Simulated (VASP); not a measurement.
# Be16H (a cell with a defect) in VASP: a series of runs, part 2 of 2

VASP 6.6.1. Earlier steps stand in the parts before.

### Step 3. Single point, PBE+D3(BJ)

Input file INCAR:

```
PREC = Accurate
ENCUT = 520
EDIFF = 1E-6
ISMEAR = -1
SIGMA = 0.15
LREAL = Auto
LASPH = True
NELM = 100
ALGO = Normal
ISIF = 2
LWAVE = False
LCHARG = False
GGA = PE
IVDW = 12
NBANDS = 30
```

Input file KPOINTS:

```
regular mesh
0
Gamma
  5 6 4
```

Input file POSCAR:

```
Be16H
1.0
   -2.2900000000     -3.9663960000      0.0000000000
    3.4350000000     -1.9831980000      0.0000000000
    0.0000000000      0.0000000000      7.1768600000
Be H
16 1
Direct
    0.7499226928      0.5087784148      0.0031341259
    0.4989821238      0.3337576609      0.2494719528
    0.7500475418      0.4958692613      0.4979170547
    0.4922334885      0.3380954765      0.7467587574
    0.4922719913     -0.0047012315      0.0032607385
    0.2501149622      0.8308854529      0.2530508482
    0.4989863501     -0.0003971805      0.5005891392
    0.2502686572      0.8306494860      0.7497227010
    0.2502718298      0.5027611276      0.0003241814
    0.0012408277      0.3337582390      0.2494879381
    0.2501156079      0.5025561241      0.4969793976
    0.0076834078      0.3383956233      0.7467617057
    0.0076450612     -0.0050081318      0.0032597747
    0.7500469215      0.8374231022      0.2521312097
    0.0012368439     -0.0003984668      0.5005745312
    0.7499223607      0.8244597870      0.7468784650
    0.7518540519      0.1668321750      0.8752736589
```

Potentials or basis: VASP PAW PBE potentials, release 64 (Be, H).

On the command line:

```console
$ cat potpaw_PBE.64/Be/POTCAR potpaw_PBE.64/H/POTCAR > POTCAR
$ mpirun -np 1 vasp_std > vasp.out
```

It took 6.3 min on 1 thread of Oxide Virtual Turin-like, shared host; peak memory 0.29 GiB.

The run converged. Its results:

| Quantity | Value |
| --- | --- |
| Free energy | -67.5597 eV |
| Pressure | -7.2 GPa |
| Largest force | 0.017 eV/Å |
| Band gap on the k mesh | zero (an odd number of electrons rules out a gap without spin polarisation) |
| Dispersion energy per atom | -0.336 eV |

Forces on the atoms (eV/Å):
```
Be   0.002 -0.002  0.003
Be   0.003  0.002 -0.002
Be  -0.002  0.001  0.004
Be  -0.001  0.000 -0.003
Be   0.001  0.001  0.005
Be   0.006 -0.004 -0.001
Be   0.000  0.004  0.001
Be   0.012 -0.007  0.001
Be  -0.012  0.008  0.000
Be   0.000 -0.004 -0.002
Be  -0.007  0.003  0.001
Be  -0.002 -0.007 -0.008
Be  -0.006 -0.006  0.010
Be   0.003 -0.002 -0.004
Be  -0.003 -0.002  0.002
Be   0.000 -0.001  0.000
H    0.006  0.015 -0.006
```

Stress tensor (GPa, compression positive):
```
-6.55  0.33 -0.07
 0.33 -6.18  0.04
-0.07  0.04 -9.00
```

Levels at points of the mesh, in eV from the Fermi level:
```
           k point  band 12  band 13  band 14  band 15  band 16  band 17  band 18  band 19  band 20  band 21
(0.00, 0.00, 0.00)    -4.19    -4.10    -3.66     0.01     0.03     0.35     0.45     0.81     1.07     1.09
(0.00, 0.50, 0.00)    -4.03    -3.68    -3.66    -2.80    -2.59     0.24     0.52     0.70     0.78     0.91
(0.00, 0.00, 0.50)    -3.58    -2.38    -2.19    -2.05    -1.96     0.46     1.39     1.58     1.74     1.78
(0.00, 0.50, 0.50)    -4.95    -3.83    -3.82    -3.61    -3.55     0.85     1.55     1.59     1.94     2.15
```

### Step 4. Single point, PBE+D3(BJ)

Input file INCAR:

```
ALGO = Normal ; EDIFF = 1E-7
ENCUT = 520 ; GGA = PE
ISIF = 2 ; ISMEAR = -1
IVDW = 12 ; LASPH = T
LCHARG = F ; LREAL = Auto
LWAVE = F ; NBANDS = 30
NELM = 100 ; PREC = Accurate
SIGMA = 0.15
```

Input file KPOINTS:

```
k-points
0
Gamma
  5 6 4
```

Input file POSCAR:

```
Be16H
1.0
   -2.2900000000     -3.9663960000      0.0000000000
    3.4350000000     -1.9831980000      0.0000000000
    0.0000000000      0.0000000000      7.1768600000
Be H
16 1
Direct
    0.7502599056      0.4943677391      0.0024771279
    0.4990663571      0.3323047912      0.2509419161
    0.7502342183      0.5074062183      0.4972376499
    0.4925500723      0.3368581268      0.7537297648
    0.4990644999     -0.0019374950     -0.0001529917
    0.2502304779      0.8294471017      0.2473594302
    0.4925227186     -0.0064759751      0.4970965018
    0.2502638891      0.8295194486      0.7506513991
    0.2502536983      0.5009569051      0.0034335350
    0.0014329251      0.3323049195      0.2509421948
    0.2502618793      0.5008860855      0.5001380827
    0.0079351602      0.3368871956      0.7536871278
    0.0014420313     -0.0019431581     -0.0001694334
    0.7502378752      0.8359495587      0.2483138866
    0.0079412229     -0.0064461716      0.4970792241
    0.7502421406      0.8229110631      0.7535802565
    0.7503222141      0.1650465416      0.6253400512
```

Potentials or basis: VASP PAW PBE potentials, release 64 (Be, H).

On the command line:

```console
$ cat potpaw_PBE.64/Be/POTCAR potpaw_PBE.64/H/POTCAR > POTCAR
$ mpirun -np 1 vasp_std > vasp.out
```

OUTCAR:

```text
EDIFF = 1E-7
   ENCUT = 520
   GGA = PE
   ISIF = 2
   ISMEAR = -1
   IVDW = 12
   LASPH = T
   LREAL = Auto
   NELM = 100
   PREC = Accurate
 IVDW          = 12

 ion  position               nearest neighbor table
   1  0.750  0.494  0.002-  16 2.21  10 2.22   2 2.22  14 2.22   4 2.23  12 2.23  13 2.28   5 2.28
                             9 2.29   9 2.29  13 2.31   5 2.31
   2  0.499  0.332  0.251-   9 2.21   1 2.22   7 2.22   3 2.22  11 2.22   5 2.24   6 2.28  10 2.28
                            14 2.28   6 2.30  10 2.30  14 2.31
[... 1010 lines left out ...]
  Total      -5.34522    -5.02641    -7.32031     0.27576    -0.03226     0.05618
  in kB     -65.68709   -61.76927   -89.95887     3.38881    -0.39639     0.69035
  external pressure =      -72.47 kB  Pullay stress =        0.00 kB

 VOLUME and BASIS-vectors are now :
 -----------------------------------------------------------------------------
  energy-cutoff  :      520.00
  volume of cell :      130.38
      direct lattice vectors                 reciprocal lattice vectors
    -2.290000000 -3.966396000  0.000000000    -0.109170306 -0.189088533  0.000000000
     3.435000000 -1.983198000  0.000000000     0.218340611 -0.126059022  0.000000000
     0.000000000  0.000000000  7.176860000     0.000000000  0.000000000  0.139336702

 POSITION                                       TOTAL-FORCE (eV/Angst)
 -----------------------------------------------------------------------------------
     -0.01994     -3.95626      0.01778        -0.002089      0.001691      0.000528
     -0.00139     -2.63852      1.80097         0.000781     -0.000354      0.002093
      0.02490     -3.98201      3.56861        -0.004233      0.002189      0.000846
      0.02917     -2.62170      5.40941        -0.001175      0.002334      0.000430
      2.28549     -3.95884      7.17576        -0.000928      0.000214     -0.001413
      2.27612     -2.63747      1.77526         0.001504     -0.001578      0.000311
[... 9 lines left out ...]
      1.10864     -4.60775      5.40834         0.004163     -0.002385     -0.002381
     -1.15130     -3.30339      4.48798         0.001053      0.000300      0.001151
 -----------------------------------------------------------------------------------
    total drift:                               -0.001892      0.000833     -0.000124

  FREE ENERGIE OF THE ION-ELECTRON SYSTEM (eV)
  ---------------------------------------------------
  free  energy   TOTEN  =       -67.5598143257 eV

  energy  without entropy=      -67.4156648811  energy(sigma->0) =      -67.48773960
```

OSZICAR:

```text
N       E                     dE             d eps       ncg     rms          rms(c)
DAV:   1     0.341212482974E+02    0.34121E+02   -0.12739E+04  3720   0.929E+02
DAV:   2    -0.581005403320E+02   -0.92222E+02   -0.85078E+02  4930   0.169E+02
DAV:   3    -0.623438017017E+02   -0.42433E+01   -0.41460E+01  4838   0.301E+01
DAV:   4    -0.623931774681E+02   -0.49376E-01   -0.49198E-01  4770   0.378E+00
DAV:   5    -0.623937250417E+02   -0.54757E-03   -0.54733E-03  4636   0.313E-01    0.370E+00
DAV:   6    -0.620042923648E+02    0.38943E+00   -0.72123E-02  4858   0.198E+00    0.223E+00
DAV:   7    -0.618531264298E+02    0.15117E+00   -0.76826E-02  4410   0.191E+00    0.308E-01
DAV:   8    -0.618520650232E+02    0.10614E-02   -0.49596E-03  4622   0.372E-01    0.113E-01
DAV:   9    -0.618518559495E+02    0.20907E-03   -0.61328E-04  4426   0.106E-01    0.238E-02
DAV:  10    -0.618518634859E+02   -0.75364E-05   -0.10036E-04  4602   0.470E-02    0.707E-03
DAV:  11    -0.618518662421E+02   -0.27562E-05   -0.25207E-06  4724   0.849E-03    0.179E-03
DAV:  12    -0.618518677628E+02   -0.15206E-05   -0.32838E-07  3950   0.336E-03    0.315E-04
DAV:  13    -0.618518677110E+02    0.51750E-07   -0.19701E-08  2826   0.843E-04
   1 F= -.67559814E+02 E0= -.67487740E+02  d E =-.144149E+00
```

It took 8 min on 1 thread of Oxide Virtual Turin-like, shared host; peak memory 0.28 GiB.

What came out:

```
Free energy                : -67.5598 eV
Pressure                   : -7.2 GPa
Largest force              : 0.005 eV/Å
Band gap on the k mesh     : zero (an odd number of electrons rules out a gap without spin polarisation)
Dispersion energy per atom : -0.336 eV
```

Forces in eV/Å, atoms in the order of the input:
```
Be  -0.002  0.002  0.001
Be   0.001  0.000  0.002
Be  -0.004  0.002  0.001
Be  -0.001  0.002  0.000
Be  -0.001  0.000 -0.001
Be   0.002 -0.002  0.000
Be   0.002 -0.001 -0.003
Be   0.002 -0.001  0.001
Be  -0.002  0.001 -0.001
Be   0.001  0.000  0.001
Be  -0.003  0.002 -0.001
Be  -0.003 -0.001  0.003
Be   0.000  0.001 -0.001
Be   0.003 -0.002  0.000
Be   0.000 -0.002 -0.002
Be   0.004 -0.002 -0.002
H    0.001  0.000  0.001
```
